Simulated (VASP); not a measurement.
# OsBr3 (Pm-3m) in VASP: a series of runs, part 2 of 2

VASP 6.6.1. Earlier steps stand in the parts before.

### 3 Single point, PBE+U, collinear spin (34.01 Å³/atom)

INCAR

```
SYSTEM = OsBr3
PREC = Accurate
ENCUT = 520
EDIFF = 1E-6
ISMEAR = 0
SIGMA = 0.05
LREAL = .FALSE.
LASPH = .TRUE.
NELM = 150
ALGO = Normal
ISIF = 2
LWAVE = .FALSE.
LCHARG = .FALSE.
ISPIN = 2
MAGMOM = 2.45 0.17 0.17 0.17
LORBIT = 11
LMAXMIX = 4
LDAU = .TRUE.
LDAUTYPE = 2
LDAUL = 2 -1
LDAUU = 2 0
LDAUJ = 0 0
LDAUPRINT = 1
GGA = PE
NBANDS = 26
```

KPOINTS

```
regular mesh
0
G
  6 6 6
  0 0 0
```

POSCAR

```
OsBr3
1.0
    5.1431212514      0.0000000000      0.0000000000
    0.0000000000      5.1431212514      0.0000000000
    0.0000000000      0.0000000000      5.1431212514
Os Br
1 3
Direct
    0.0000000000      0.0000000000      0.0000000000
    0.5000000000      0.0000000000      0.0000000000
    0.0000000000      0.0000000000      0.5000000000
    0.0000000000      0.5000000000      0.0000000000
```

Potentials or basis: VASP PAW PBE potentials, release 64 (Os, Br).

Launch:

```sh
$ cat potpaw_PBE.64/Os/POTCAR potpaw_PBE.64/Br/POTCAR > POTCAR
$ mpirun -np 1 vasp_std > vasp.out
```

OUTCAR:

```text
SYSTEM = OsBr3
   PREC = Accurate
   ENCUT = 520
   EDIFF = 1E-6
   ISMEAR = 0
   LREAL = .FALSE.
   LASPH = .TRUE.
   NELM = 150
   ISIF = 2
   ISPIN = 2
   LORBIT = 11
   GGA = PE

 ion  position               nearest neighbor table
   1  0.000  0.000  0.000-   2 2.57   3 2.57   4 2.57   3 2.57   4 2.57   2 2.57
   2  0.500  0.000  0.000-   1 2.57   1 2.57
   3  0.000  0.000  0.500-   1 2.57   1 2.57
   4  0.000  0.500  0.000-   1 2.57   1 2.57

  LATTYP: Found a simple cubic cell.
 ALAT       =     5.1431212514

  Lattice vectors:

 A1 = (   5.1431212514,   0.0000000000,   0.0000000000)
 A2 = (   0.0000000000,   5.1431212514,   0.0000000000)
 A3 = (   0.0000000000,   0.0000000000,   5.1431212514)

Analysis of symmetry for initial positions (statically):
=====================================================================
 Subroutine PRICEL returns:
 Original cell was already a primitive cell.

 Routine SETGRP: Setting up the symmetry group for a
 simple cubic supercell.

 Subroutine GETGRP returns: Found 48 space group operations
 (whereof 48 operations were pure point group operations)
 out of a pool of 48 trial point group operations.

The static configuration has the point symmetry O_h .

Analysis of symmetry for dynamics (positions and initial velocities):
=====================================================================
 Subroutine PRICEL returns:
 Original cell was already a primitive cell.

 Routine SETGRP: Setting up the symmetry group for a
 simple cubic supercell.

 Subroutine GETGRP returns: Found 48 space group operations
 (whereof 48 operations were pure point group operations)
 out of a pool of 48 trial point group operations.

The dynamic configuration has the point symmetry O_h .

Analysis of structural, dynamic, and magnetic symmetry:
[... 191 lines left out ...]
  ---------------------------------------------------
  free energy    TOTEN  =       -12.79919996 eV

  energy without entropy =      -12.79787083  energy(sigma->0) =      -12.79853539

 E-fermi :   0.5812     XC(G=0):  -7.7262

 val. band max:        0.5762644503   @ k =   0.5000   0.0000   0.0000
 cond. band min:       0.7139869527   @ k =   0.3333   0.1667   0.1667
 fundamental gap:      0.1377225024
 Fermi energy:         0.5812277676

 spin component 1

 k-point     1 :       0.0000    0.0000    0.0000
  band No.  band energies     occupation
      1     -15.1941      1.00000
      2     -14.4127      1.00000
      3     -14.4127      1.00000
      4      -4.1140      1.00000
      5      -4.1140      1.00000
      6      -4.1140      1.00000
[... 569 lines left out ...]
     25      10.2874      0.00000
     26      10.8967      0.00000
 Fermi energy:         0.5812277676

 spin component 2

 k-point     1 :       0.0000    0.0000    0.0000
  band No.  band energies     occupation
      1     -15.0039      1.00000
      2     -14.1661      1.00000
      3     -14.1661      1.00000
      4      -3.9658      1.00000
      5      -3.9658      1.00000
      6      -3.9658      1.00000
[... 569 lines left out ...]
     25      10.6257      0.00000
     26      11.0764      0.00000

------------------------ aborting loop because EDIFF is reached ----------------------------------------

  FORCE on cell =-STRESS in cart. coord.  units (eV):
  Direction    XX          YY          ZZ          XY          YZ          ZX
  --------------------------------------------------------------------------------------
  -------------------------------------------------------------------------------------
  Total        0.8190250      0.8190250      0.8190250     -0.0000000      0.0000000      0.0000000
  in kB        9.6455606      9.6455606      9.6455606     -0.0000000      0.0000000      0.0000000
  external PRESSURE =       9.6455606 kB  Pullay stress =       0.0000000 kB

 VOLUME and BASIS-vectors are now :
 -----------------------------------------------------------------------------
  energy-cutoff  :      520.00
  volume of cell :      136.04
      direct lattice vectors                 reciprocal lattice vectors
     5.143121251  0.000000000  0.000000000     0.194434459  0.000000000  0.000000000
     0.000000000  5.143121251  0.000000000     0.000000000  0.194434459  0.000000000
     0.000000000  0.000000000  5.143121251     0.000000000  0.000000000  0.194434459

 POSITION                                       TOTAL-FORCE (eV/Angst)
 -----------------------------------------------------------------------------------
      0.00000      0.00000      0.00000         0.000000      0.000000      0.000000
      2.57156      0.00000      0.00000         0.000000      0.000000      0.000000
      0.00000      0.00000      2.57156         0.000000      0.000000      0.000000
      0.00000      2.57156      0.00000         0.000000      0.000000      0.000000
 -----------------------------------------------------------------------------------
    total drift:                               -0.000000     -0.000000     -0.000000

  FREE ENERGIE OF THE ION-ELECTRON SYSTEM (eV)
  ---------------------------------------------------
  free  energy   TOTEN  =       -12.7991999567 eV

  energy  without entropy=      -12.7978708309  energy(sigma->0) =      -12.79853539

 total charge

# of ion       s       p       d       tot
------------------------------------------
    1        0.469   0.408   5.977   6.854
    2        1.614   3.202   0.036   4.853
    3        1.614   3.202   0.036   4.853
    4        1.614   3.202   0.036   4.853
--------------------------------------------------
tot          5.310  10.015   6.086  21.411

 magnetization (x)

# of ion       s       p       d       tot
------------------------------------------
    1        0.085   0.039   2.841   2.965
    2        0.019   0.119   0.011   0.149
    3        0.019   0.119   0.011   0.149
    4        0.019   0.119   0.011   0.149
--------------------------------------------------
tot          0.143   0.394   2.875   3.413
```

stdout:

```text
POSCAR found type information on POSCAR OsBr
 POSCAR found :  2 types and       4 ions
 scaLAPACK will be used
 LDA part: xc-table for (Slater+PW92), standard interpolation
 POSCAR, INCAR and KPOINTS ok, starting setup
 FFT: planning ... GRIDC
 FFT: planning ... GRID_SOFT
 FFT: planning ... GRID
 WAVECAR not read
 entering main loop
```

Run time: 77 s. Hardware: 1 thread of AMD EPYC 9R45 (Zen 5), shared host; peak memory 0.31 GiB.

Results:

- Free energy: -12.7992 eV
- Pressure: 1.0 GPa
- Net moment: 3.41 μB per cell
- Site moments: Os +2.96; Br +0.15 μB
- Valence electrons inside the program's atomic spheres: Os 6.85; Br 4.85

Eigenvalues of the final occupation matrices:
```csv
site,spin,trace,eigenvalues
site 1 d,1,4.45,0.79 0.79 0.96 0.96 0.96
site 1 d,2,1.59,0.27 0.27 0.35 0.35 0.35
```

Caveat: spin-orbit coupling is left out, which moves the levels of the heavy elements.

### 4 Single point, PBE+U, collinear spin (34.28 Å³/atom)

This run uses another cell than the first one, of 34.28 Å³/atom.

INCAR

```
SYSTEM = OsBr3
PREC = Accurate
ENCUT = 520
EDIFF = 1E-7
ISMEAR = 0
SIGMA = 0.05
LREAL = .False.
LASPH = .True.
NELM = 150
ALGO = Normal
ISIF = 2
LWAVE = .False.
LCHARG = .True.
ISPIN = 2
MAGMOM = 2.47 0.17 0.17 0.17
LORBIT = 11
LMAXMIX = 4
LDAU = .True.
LDAUTYPE = 2
LDAUL = 2 -1
LDAUU = 2 0
LDAUJ = 0 0
LDAUPRINT = 1
GGA = PE
LELF = .True.
LVHAR = .True.
NBANDS = 26
```

KPOINTS

```
regular mesh
0
Gamma
  6 6 6
  0 0 0
```

POSCAR

```
OsBr3
1.0
    5.1568595302      0.0000000000      0.0000000000
    0.0000000000      5.1568595302      0.0000000000
    0.0000000000      0.0000000000      5.1568595302
Os Br
1 3
Direct
    0.0000000000      0.0000000000      0.0000000000
    0.5000000000      0.0000000000      0.0000000000
    0.0000000000      0.0000000000      0.5000000000
    0.0000000000      0.5000000000      0.0000000000
```

Potentials or basis: VASP PAW PBE potentials, release 64 (Os, Br).

Launch:

```sh
$ cat potpaw_PBE.64/Os/POTCAR potpaw_PBE.64/Br/POTCAR > POTCAR
$ mpirun -np 1 vasp_std > vasp.out
```

OUTCAR:

```text
SYSTEM = OsBr3
   PREC = Accurate
   ENCUT = 520
   EDIFF = 1E-7
   ISMEAR = 0
   LREAL = .False.
   LASPH = .True.
   NELM = 150
   ISIF = 2
   ISPIN = 2
   LORBIT = 11
   GGA = PE

 ion  position               nearest neighbor table
   1  0.000  0.000  0.000-   2 2.58   3 2.58   4 2.58   3 2.58   4 2.58   2 2.58
   2  0.500  0.000  0.000-   1 2.58   1 2.58
   3  0.000  0.000  0.500-   1 2.58   1 2.58
   4  0.000  0.500  0.000-   1 2.58   1 2.58

  LATTYP: Found a simple cubic cell.
 ALAT       =     5.1568595302

[... 1415 lines left out ...]
  energy-cutoff  :      520.00
  volume of cell :      137.14
      direct lattice vectors                 reciprocal lattice vectors
     5.156859530  0.000000000  0.000000000     0.193916471  0.000000000  0.000000000
     0.000000000  5.156859530  0.000000000     0.000000000  0.193916471  0.000000000
     0.000000000  0.000000000  5.156859530     0.000000000  0.000000000  0.193916471

 POSITION                                       TOTAL-FORCE (eV/Angst)
 -----------------------------------------------------------------------------------
      0.00000      0.00000      0.00000         0.000000      0.000000      0.000000
      2.57843      0.00000      0.00000         0.000000      0.000000      0.000000
      0.00000      0.00000      2.57843         0.000000      0.000000      0.000000
      0.00000      2.57843      0.00000         0.000000      0.000000      0.000000
 -----------------------------------------------------------------------------------
    total drift:                                0.000000     -0.000000     -0.000000

  FREE ENERGIE OF THE ION-ELECTRON SYSTEM (eV)
  ---------------------------------------------------
  free  energy   TOTEN  =       -12.8045845167 eV

  energy  without entropy=      -12.8034114449  energy(sigma->0) =      -12.80399798

 total charge

# of ion       s       p       d       tot
------------------------------------------
    1        0.467   0.402   5.967   6.835
    2        1.614   3.200   0.035   4.849
    3        1.614   3.200   0.035   4.849
    4        1.614   3.200   0.035   4.849
--------------------------------------------------
tot          5.308  10.002   6.074  21.383

 magnetization (x)

# of ion       s       p       d       tot
------------------------------------------
    1        0.086   0.039   2.852   2.977
    2        0.019   0.117   0.011   0.147
    3        0.019   0.117   0.011   0.147
    4        0.019   0.117   0.011   0.147
--------------------------------------------------
tot          0.143   0.390   2.886   3.419
```

stdout:

```text
POSCAR found type information on POSCAR OsBr
 POSCAR found :  2 types and       4 ions
 scaLAPACK will be used
 LDA part: xc-table for (Slater+PW92), standard interpolation
 POSCAR, INCAR and KPOINTS ok, starting setup
 FFT: planning ... GRIDC
 FFT: planning ... GRID_SOFT
 FFT: planning ... GRID
 WAVECAR not read
 entering main loop
```

Run time: 84 s. Hardware: 1 thread of AMD EPYC 9R45 (Zen 5), shared host; peak memory 0.31 GiB.

What came out:

* Free energy: -12.8046 eV
* Pressure: 0.6 GPa
* Net moment: 3.42 μB per cell
* Site moments: Os +2.98; Br +0.15 μB
* Valence electrons inside the program's atomic spheres: Os 6.83; Br 4.85

Levels at points of the mesh, in eV from the Fermi level:
Spin up:
```tsv
k point	band 13	band 14	band 15	band 16	band 17	band 18	band 19	band 20
(0.00, 0.00, 0.00)	-2.14	-2.14	-1.90	-1.90	-1.90	0.39	4.46	7.23
(0.50, 0.00, 0.00)	-1.99	-1.99	-1.29	-1.23	-1.23	5.25	6.24	6.54
(0.50, 0.50, 0.00)	-1.39	-1.26	-1.21	-1.21	2.77	6.53	6.53	6.99
(0.50, 0.50, 0.50)	-1.25	-1.25	-1.25	2.78	2.78	5.24	5.41	5.41
```
Spin down:
```csv
k point,band 8,band 9,band 10,band 11,band 12,band 13,band 14,band 15,band 16,band 17
"(0.00, 0.00, 0.00)",-1.92,-1.92,-1.73,-1.73,-1.73,-1.02,-1.02,-1.02,0.00,0.00
"(0.50, 0.00, 0.00)",-3.14,-2.81,-2.10,-1.79,-1.79,-1.01,0.00,0.55,0.55,0.63
"(0.50, 0.50, 0.00)",-3.12,-3.12,-2.45,-2.45,-1.02,0.24,0.55,0.55,0.85,4.49
"(0.50, 0.50, 0.50)",-4.21,-4.21,-1.02,-1.02,-1.02,0.86,0.86,0.86,4.49,4.49
```

Eigenvalues of the final occupation matrices:
```csv
site,spin,trace,eigenvalues
site 1 d,1,4.45,0.79 0.79 0.96 0.96 0.96
site 1 d,2,1.57,0.27 0.27 0.35 0.35 0.35
```

Caveat: spin-orbit coupling is left out, which moves the levels of the heavy elements.

### 5 Single point, PBE+U, collinear spin (34.71 Å³/atom)

This run uses another cell than the first one, of 34.71 Å³/atom.

INCAR

```
PREC = Accurate
ENCUT = 520
EDIFF = 1E-7
ISMEAR = 0
SIGMA = 0.05
LREAL = F
LASPH = T
NELM = 150
ALGO = Normal
ISIF = 2
LWAVE = F
LCHARG = F
ISPIN = 2
MAGMOM = 2.53 0.17 0.17 0.17
LORBIT = 11
LMAXMIX = 4
LDAU = T
LDAUTYPE = 2
LDAUL = 2 -1
LDAUU = 2 0
LDAUJ = 0 0
LDAUPRINT = 1
GGA = PE
NBANDS = 26
```

KPOINTS

```
regular mesh
0
Gamma
  6 6 6
```

POSCAR

```
OsBr3
1.0
    5.1778731248      0.0000000000      0.0000000000
    0.0000000000      5.1778731248      0.0000000000
    0.0000000000      0.0000000000      5.1778731248
Os Br
1 3
Direct
    0.0000000000      0.0000000000      0.0000000000
    0.5000000000      0.0000000000      0.0000000000
    0.0000000000      0.0000000000      0.5000000000
    0.0000000000      0.5000000000      0.0000000000
```

Potentials or basis: VASP PAW PBE potentials, release 64 (Os, Br).

Launch:

```sh
$ cat potpaw_PBE.64/Os/POTCAR potpaw_PBE.64/Br/POTCAR > POTCAR
$ mpirun -np 1 vasp_std > vasp.out
```

OUTCAR:

```text
PREC = Accurate
   ENCUT = 520
   EDIFF = 1E-7
   ISMEAR = 0
   LREAL = F
   LASPH = T
   NELM = 150
   ISIF = 2
   ISPIN = 2
   LORBIT = 11
   GGA = PE

 ion  position               nearest neighbor table
   1  0.000  0.000  0.000-   2 2.59   3 2.59   4 2.59   3 2.59   4 2.59   2 2.59
   2  0.500  0.000  0.000-   1 2.59   1 2.59
   3  0.000  0.000  0.500-   1 2.59   1 2.59
   4  0.000  0.500  0.000-   1 2.59   1 2.59

  LATTYP: Found a simple cubic cell.
 ALAT       =     5.1778731248

  Lattice vectors:

 A1 = (   5.1778731248,   0.0000000000,   0.0000000000)
 A2 = (   0.0000000000,   5.1778731248,   0.0000000000)
 A3 = (   0.0000000000,   0.0000000000,   5.1778731248)

Analysis of symmetry for initial positions (statically):
=====================================================================
[... 1393 lines left out ...]
     26      10.8472      0.00000

------------------------ aborting loop because EDIFF is reached ----------------------------------------

  FORCE on cell =-STRESS in cart. coord.  units (eV):
  Direction    XX          YY          ZZ          XY          YZ          ZX
  --------------------------------------------------------------------------------------
  -------------------------------------------------------------------------------------
  Total        0.0826485      0.0826485      0.0826485     -0.0000000     -0.0000000      0.0000000
  in kB        0.9538750      0.9538750      0.9538750     -0.0000000     -0.0000000      0.0000000
  external PRESSURE =       0.9538750 kB  Pullay stress =       0.0000000 kB

 VOLUME and BASIS-vectors are now :
 -----------------------------------------------------------------------------
  energy-cutoff  :      520.00
  volume of cell :      138.82
      direct lattice vectors                 reciprocal lattice vectors
     5.177873125  0.000000000  0.000000000     0.193129491  0.000000000  0.000000000
     0.000000000  5.177873125  0.000000000     0.000000000  0.193129491  0.000000000
     0.000000000  0.000000000  5.177873125     0.000000000  0.000000000  0.193129491

 POSITION                                       TOTAL-FORCE (eV/Angst)
 -----------------------------------------------------------------------------------
      0.00000      0.00000      0.00000         0.000000      0.000000      0.000000
      2.58894      0.00000      0.00000         0.000000      0.000000      0.000000
      0.00000      0.00000      2.58894         0.000000      0.000000      0.000000
      0.00000      2.58894      0.00000         0.000000      0.000000      0.000000
 -----------------------------------------------------------------------------------
    total drift:                               -0.000000     -0.000000     -0.000000

  FREE ENERGIE OF THE ION-ELECTRON SYSTEM (eV)
  ---------------------------------------------------
  free  energy   TOTEN  =       -12.8080782980 eV

  energy  without entropy=      -12.8061823142  energy(sigma->0) =      -12.80713031

 total charge

# of ion       s       p       d       tot
------------------------------------------
    1        0.464   0.393   5.950   6.807
    2        1.613   3.197   0.034   4.845
    3        1.613   3.197   0.034   4.845
    4        1.613   3.197   0.034   4.845
--------------------------------------------------
tot          5.304   9.985   6.052  21.341

 magnetization (x)

# of ion       s       p       d       tot
------------------------------------------
    1        0.087   0.039   2.886   3.012
    2        0.019   0.116   0.011   0.146
    3        0.019   0.116   0.011   0.146
    4        0.019   0.116   0.011   0.146
--------------------------------------------------
tot          0.144   0.387   2.919   3.450
```

OSZICAR:

```text
N       E                     dE             d eps       ncg     rms          rms(c)
DAV:   1     0.190898834494E+03    0.19090E+03   -0.11439E+04  2088   0.911E+02
DAV:   2     0.425782192233E+01   -0.18664E+03   -0.17177E+03  2502   0.219E+02
DAV:   3    -0.136891721877E+02   -0.17947E+02   -0.17649E+02  2658   0.660E+01
[... 10 lines left out ...]
DAV:  14    -0.128080720227E+02   -0.72795E-05   -0.14799E-05  2456   0.250E-02    0.104E-02
DAV:  15    -0.128080751596E+02   -0.31370E-05   -0.93646E-06  2172   0.214E-02    0.106E-02
DAV:  16    -0.128080760580E+02   -0.89831E-06   -0.11297E-06  2270   0.739E-03    0.684E-03
DAV:  17    -0.128080775771E+02   -0.15192E-05   -0.32306E-06  2298   0.133E-02    0.333E-03
DAV:  18    -0.128080782691E+02   -0.69201E-06   -0.32013E-06  2224   0.122E-02    0.216E-03
DAV:  19    -0.128080782980E+02   -0.28845E-07   -0.95073E-07  2162   0.702E-03
   1 F= -.12808078E+02 E0= -.12807130E+02  d E =-.189598E-02  mag=     3.4490
```

stdout:

```text
POSCAR found type information on POSCAR OsBr
 POSCAR found :  2 types and       4 ions
 scaLAPACK will be used
 LDA part: xc-table for (Slater+PW92), standard interpolation
 POSCAR, INCAR and KPOINTS ok, starting setup
 FFT: planning ... GRIDC
 FFT: planning ... GRID_SOFT
 FFT: planning ... GRID
 WAVECAR not read
 entering main loop
```

It took 90 s on 1 thread of AMD EPYC 9R45 (Zen 5), shared host; peak memory 0.31 GiB.

Results:

```yaml
Free_energy: -12.8081 eV
Pressure: 0.1 GPa
Net_moment: 3.45 μB per cell
Site_moments: Os +3.01; Br +0.15 μB
Valence_electrons_inside_the_program's_atomic_spheres: Os 6.81; Br 4.84
```

Eigenvalues of the final occupation matrices:
```
    site  spin  trace               eigenvalues
site 1 d     1   4.46  0.79 0.79 0.96 0.96 0.96
site 1 d     2   1.55  0.26 0.26 0.35 0.35 0.35
```

Caveat: spin-orbit coupling is left out, which moves the levels of the heavy elements.

### 6 The runs side by side

| cell | gap on the mesh (eV) | pressure (GPa) | moment (μB) |
| --- | --- | --- | --- |
| a = 5.143 Å, 4 atoms | none | 1.0 | 3.41 |
| a = 5.157 Å, 4 atoms | none | 0.6 | 3.42 |
| a = 5.178 Å, 4 atoms | none | 0.1 | 3.45 |

Alike in all rows: task single point; level PBE+U; potentials or basis VASP PAW PBE potentials, release 64 (Os, Br); spin collinear; Os d U = 2.0 eV; k mesh 6 × 6 × 6; cutoff (eV) 520; smearing gaussian 0.05 eV.

Caveats: spin-orbit coupling is left out, which moves the levels of the heavy elements.

Total energies depend on the potentials used, so only differences within one code and one set of settings carry meaning.

The gap in the log of VASP goes by the Fermi energy; the results here count the filled bands.